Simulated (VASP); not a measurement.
# CdS (Greenockite) (P6_3mc) in VASP: a series of runs, part 2 of 2

VASP 6.6.1. Earlier steps stand in the parts before.

### Step 3. Single point, LDA (in-plane strain -0.02, then relaxed in part)

Contents of INCAR:

```
  PREC = Accurate
  ENCUT = 520
  EDIFF = 1E-7
  ISMEAR = 0
  SIGMA = 0.01
  LREAL = False
  LASPH = True
  NELM = 80
  ALGO = Normal
  ISIF = 2
  LWAVE = False
  LCHARG = False
  GGA = CA
  NBANDS = 26
```

Contents of KPOINTS:

```
regular mesh
0
Gamma
  6 6 4
```

Contents of POSCAR:

```
CdS
1.0
    3.9920385245      0.0000000000      0.0000000000
   -1.9960192622      3.4572067751      0.0000000000
    0.0000000000      0.0000000000      6.7659867136
Cd S
2 2
Direct
    0.3333333333      0.6666666667      0.0041523534
    0.6666666667      0.3333333333      0.5041523534
    0.3333333333      0.6666666667      0.3708476466
    0.6666666667      0.3333333333      0.8708476466
```

Potentials or basis: VASP PAW LDA potentials, release 64 (Cd, S).

The run is started by

```bash
> cat potpaw_LDA.64/Cd/POTCAR potpaw_LDA.64/S/POTCAR > POTCAR
> mpirun -np 1 vasp_std > vasp.out
```

OUTCAR:

```text
PREC = Accurate
   ENCUT = 520
   EDIFF = 1E-7
   ISMEAR = 0
   LREAL = False
   LASPH = True
   NELM = 80
   ISIF = 2
   GGA = CA

 ion  position               nearest neighbor table
   1  0.333  0.667  0.004-   4 2.47   4 2.47   4 2.47   3 2.48
   2  0.667  0.333  0.504-   3 2.47   3 2.47   3 2.47   4 2.48
   3  0.333  0.667  0.371-   2 2.47   2 2.47   2 2.47   1 2.48
   4  0.667  0.333  0.871-   1 2.47   1 2.47   1 2.47   2 2.48

  LATTYP: Found a hexagonal cell.
 ALAT       =     3.9920385245
 C/A-ratio  =     1.6948700951

  Lattice vectors:

 A1 = (   3.9920385245,   0.0000000000,   0.0000000000)
 A2 = (  -1.9960192622,   3.4572067751,   0.0000000000)
 A3 = (   0.0000000000,   0.0000000000,   6.7659867136)

Analysis of symmetry for initial positions (statically):
=====================================================================
 Subroutine PRICEL returns:
 Original cell was already a primitive cell.

 Routine SETGRP: Setting up the symmetry group for a
 hexagonal supercell.

 Subroutine GETGRP returns: Found 12 space group operations
 (whereof  6 operations were pure point group operations)
 out of a pool of 24 trial point group operations.

The static configuration has the point symmetry C_3v.
 The point group associated with its full space group is C_6v.

Analysis of symmetry for dynamics (positions and initial velocities):
=====================================================================
 Subroutine PRICEL returns:
 Original cell was already a primitive cell.

 Routine SETGRP: Setting up the symmetry group for a
 hexagonal supercell.

 Subroutine GETGRP returns: Found 12 space group operations
 (whereof  6 operations were pure point group operations)
 out of a pool of 24 trial point group operations.

The dynamic configuration has the point symmetry C_3v.
 The point group associated with its full space group is C_6v.

 Subroutine INISYM returns: Found 12 space group operations
 (whereof  6 operations are pure point group operations),
 and found     1 'primitive' translations

----------------------------------------------------------------------------------------

                                     Primitive cell

  volume of cell :      93.3794

  direct lattice vectors                    reciprocal lattice vectors
     3.992038524  0.000000000  0.000000000     0.250498585  0.144625425  0.000000000
    -1.996019262  3.457206775  0.000000000     0.000000000  0.289250850  0.000000000
     0.000000000  0.000000000  6.765986714     0.000000000  0.000000000  0.147798103

  length of vectors
     3.992038524  3.992038524  6.765986714     0.289250850  0.289250850  0.147798103

  position of ions in fractional coordinates (direct lattice)
     0.333333333  0.666666667  0.004152353
     0.666666667  0.333333333  0.504152353
     0.333333333  0.666666667  0.370847647
     0.666666667  0.333333333  0.870847647

  ion indices of the primitive-cell ions
   primitive index   ion index
                 1           1
                 2           2
                 3           3
                 4           4

----------------------------------------------------------------------------------------

 KPOINTS: regular mesh

Automatic generation of k-mesh.
 Grid dimensions read from file:
 generate k-points for:    6    6    4

 Generating k-lattice:

  Cartesian coordinates                     Fractional coordinates (reciprocal lattice)
     0.041749764  0.024104238  0.000000000     0.166666667  0.000000000  0.000000000
     0.000000000  0.048208475  0.000000000     0.000000000  0.166666667  0.000000000
     0.000000000  0.000000000  0.036949526     0.000000000  0.000000000  0.250000000

  Length of vectors
     0.048208475  0.048208475  0.036949526

  Shift w.r.t. Gamma in fractional coordinates (k-lattice)
     0.000000000  0.000000000  0.000000000

 Subroutine IBZKPT returns following result:
 ===========================================

 Found     21 irreducible k-points:

 Following reciprocal coordinates:
            Coordinates               Weight
  0.000000  0.000000  0.000000      1.000000
  0.166667  0.000000  0.000000      6.000000
  0.333333  0.000000  0.000000      6.000000
  0.500000  0.000000  0.000000      3.000000
  0.166667  0.166667  0.000000      6.000000
  0.333333  0.166667  0.000000     12.000000
[... 13 lines left out ...]
  0.333333  0.166667  0.500000     12.000000
  0.333333  0.333333  0.500000      2.000000
   k-points           NKPTS =     21   k-points in BZ     NKDIM =     21   number of bands    NBANDS=     26
   number of dos      NEDOS =    301   number of ions     NIONS =      4
   total plane-waves  NPLWV =  45000
   dimension x,y,z NGX =    30 NGY =   30 NGZ =   50
   dimension x,y,z NGXF=    60 NGYF=   60 NGZF=  100
   ions per type =               2   2
   NGX,Y,Z   is equivalent  to a cutoff of  12.49, 12.49, 12.29 a.u.
   NGXF,Y,Z  is equivalent  to a cutoff of  24.99, 24.99, 24.57 a.u.
 SYSTEM =  unknown system
   PREC   = accura    normal or accurate (medium, high low for compatibility)
   ISTART =      0    job   : 0-new  1-cont  2-samecut
   ICHARG =      2    charge: 1-file 2-atom 10-const
   ISPIN  =      1    spin polarized calculation?
   LNONCOLLINEAR =      F non collinear calculations
   LSORBIT =      F    spin-orbit coupling
   LASPH  =      T    aspherical Exc in radial PAW
   ENCUT  =  520.0 eV  38.22 Ry    6.18 a.u.   7.42  7.42 12.58*2*pi/ulx,y,z
   NELM   =     80;   NELMIN=  2; NELMDL= -5     # of ELM steps
   EDIFF  = 0.1E-06   stopping-criterion for ELM
   LREAL  =      F    real-space projection
   EDIFFG = 0.1E-05   stopping-criterion for IOM
   NSW    =      0    number of steps for IOM
   IBRION =     -1    ionic relax: 0-MD 1-quasi-New 2-CG
   NFREE  =      0    steps in history (QN), initial steepest desc. (CG)
   ISIF   =      2    stress and relaxation
   ISYM   =      2    0-nonsym 1-usesym 2-fastsym
   POTIM  = 0.5000    time-step for ionic-motion
   TEBEG  =    0.0;   TEEND  =   0.0 temperature during run
   PSTRESS=    0.0 pullay stress
   NELECT =      36.0000    total number of electrons
   NUPDOWN=      -1.0000    fix difference up-down
   EMIN   =  10.00;   EMAX   =-10.00  energy-range for DOS
   EFERMI =   0.00;   METHOD = LEGACY
   ISMEAR =     0;   SIGMA  =   0.01  broadening in eV -4-tet -1-fermi 0-gaus
   EFERMI_NEDOS =   21; number of points for ismear=-14 and -15
   IALGO  =     38    algorithm
   IMIX   =      4    mixing-type and parameters
     AMIX     =   0.40;   BMIX     =  1.00
     AMIX_MAG =   1.60;   BMIX_MAG =  1.00
  volume/ion in A,a.u.               =      23.34       157.54
  Fermi-wavevector in a.u.,A,eV,Ry     =   1.191494  2.251598 19.315625  1.419658
  Thomas-Fermi vector in A             =   2.327554
   LORBIT       =      0    0 simple, 1 ext, 2 COOP (PROOUT), +10 PAW based schemes
   GGA     = CA    functional components
   LHFCALC =     F    Hartree Fock is set to
   AEXX    =    0.0000 exact exchange contribution
   IVDW    =     0    specifies the selected vdW correction
   LEPSILON=     F    determine dielectric tensor
   LRPA    =     F    only Hartree local field effects (RPA)
 non-spin polarized calculation
 Gauss-broadening in eV      SIGMA  =   0.01
  energy-cutoff  :      520.00
  volume of cell :       93.38
 maximum number of plane-waves:      2539
 NGX is ok and might be reduce to    30
   NGX = 15   NGY = 15   NGZ = 25

 number of electron      36.0000001 magnetization

 Free energy of the ion-electron system (eV)
  ---------------------------------------------------
  ext. energy  EPLUGINS =         0.00000000
  ---------------------------------------------------
  free energy    TOTEN  =       -14.78247680 eV

  energy without entropy =      -14.78247680  energy(sigma->0) =      -14.78247680

 E-fermi :   1.8339     XC(G=0):  -9.8634

 val. band max:        1.7354201415   @ k =   0.0000   0.0000   0.0000
 cond. band min:       2.7377005369   @ k =   0.0000   0.0000   0.0000
 fundamental gap:      1.0022803954
 Fermi energy:         1.8339453513

 k-point     1 :       0.0000    0.0000    0.0000
  band No.  band energies     occupation
      1     -11.0711      2.00000
      2     -10.5815      2.00000
      3      -6.3638      2.00000
      4      -6.3089      2.00000
      5      -6.3089      2.00000
      6      -6.2078      2.00000
[... 598 lines left out ...]
     25      10.8641      0.00000
     26      10.8641      0.00000

------------------------ aborting loop because EDIFF is reached ----------------------------------------

  FORCE on cell =-STRESS in cart. coord.  units (eV):
  Direction    XX          YY          ZZ          XY          YZ          ZX
  --------------------------------------------------------------------------------------
  -------------------------------------------------------------------------------------
  Total        1.5839657      1.5839657      0.3591876      0.0000000      0.0000000      0.0000000
  in kB       27.1772262     27.1772262      6.1628377      0.0000000      0.0000000      0.0000000
  external PRESSURE =      20.1724301 kB  Pullay stress =       0.0000000 kB

 VOLUME and BASIS-vectors are now :
 -----------------------------------------------------------------------------
  energy-cutoff  :      520.00
  volume of cell :       93.38
      direct lattice vectors                 reciprocal lattice vectors
     3.992038524  0.000000000  0.000000000     0.250498585  0.144625425  0.000000000
    -1.996019262  3.457206775  0.000000000     0.000000000  0.289250850  0.000000000
     0.000000000  0.000000000  6.765986714     0.000000000  0.000000000  0.147798103

 POSITION                                       TOTAL-FORCE (eV/Angst)
 -----------------------------------------------------------------------------------
     -0.00000      2.30480      0.02809         0.000000      0.000000      0.006503
      1.99602      1.15240      3.41109        -0.000000      0.000000      0.006503
     -0.00000      2.30480      2.50915        -0.000000      0.000000     -0.006503
      1.99602      1.15240      5.89214         0.000000     -0.000000     -0.006503
 -----------------------------------------------------------------------------------
    total drift:                               -0.000000      0.000000     -0.000691

  FREE ENERGIE OF THE ION-ELECTRON SYSTEM (eV)
  ---------------------------------------------------
  free  energy   TOTEN  =       -14.7824768042 eV

  energy  without entropy=      -14.7824768042  energy(sigma->0) =      -14.78247680
```

stdout:

```text
POSCAR found type information on POSCAR CdS
 POSCAR found :  2 types and       4 ions
 scaLAPACK will be used
 LDA part: xc-table for (Slater(with rela. corr.)+CA(PZ))
 , standard interpolation
 POSCAR, INCAR and KPOINTS ok, starting setup
 FFT: planning ... GRIDC
 FFT: planning ... GRID_SOFT
 FFT: planning ... GRID
 WAVECAR not read
 entering main loop
```

Run time: 74 s. Hardware: 1 thread of Intel Xeon Platinum 8259CL at 2.50GHz (Skylake/Cascade Lake), shared host; peak memory 0.18 GiB.

Results:

```
Free energy            : -14.7825 eV
Pressure               : 2.0 GPa
Largest force          : 0.007 eV/Å
Band gap on the k mesh : 1.00 eV, direct
```

Forces on the atoms (eV/Å):
```
Cd   0.000  0.000  0.007
Cd   0.000  0.000  0.007
S    0.000  0.000 -0.007
S    0.000  0.000 -0.007
```

Levels at points of the mesh, in eV from the valence-band top:
```csv
k point,band 16,band 17,band 18,band 19,band 20,band 21
"(0.00, 0.00, 0.00)",-0.22,0.00,0.00,1.00,2.91,6.16
"(0.50, 0.00, 0.00)",-2.08,-1.66,-0.84,3.54,3.80,4.64
"(0.00, 0.00, 0.50)",-0.43,-0.43,-0.43,2.82,2.82,5.90
"(0.50, 0.00, 0.50)",-1.73,-1.50,-1.50,3.11,3.11,5.21
```

Caveat: the cell differs from its parent crystal (in-plane strain -0.02, then relaxed in part).
